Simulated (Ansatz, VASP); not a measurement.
## Two plane-wave programs on P

```
CELL_PARAMETERS angstrom
1.68106 -1.97505 0.00000
1.68106 1.97505 0.00000
0.00000 0.00000 3.49583
ATOMIC_POSITIONS crystal
P 0.50000 0.50000 0.24438
P 0.50000 0.50000 0.75562
```

Alike in both runs: task single point; functional PBE; k mesh 6 × 6 × 6; occupations gaussian, width 0.1 eV; no spin polarisation.

|  | VASP | Ansatz |
| --- | --- | --- |
| version | VASP 6.6.1 | Ansatz 0.2.0 |
| potentials or method | VASP PAW PBE potentials, release 64 (P), cutoff 520 eV | scalar-relativistic, plane waves, PAW |
| valence electrons in the cell | 10 | 10 |

VASP gave:

```
gap on the k mesh at the Fermi level (eV) : none
rms of the force components (eV/Å)        : 2.772
```

**Question.** What did Ansatz give for the same quantities?

**Answer.** gap on the k mesh at the Fermi level (eV): none; rms of the force components (eV/Å): 2.817.

Atom by atom the forces differ by 0.045 eV/Å (rms over components). A gap of «none» marks a metal or a gap that the smearing closes.

The k mesh is coarse, so the values compare programs but aren't converged.
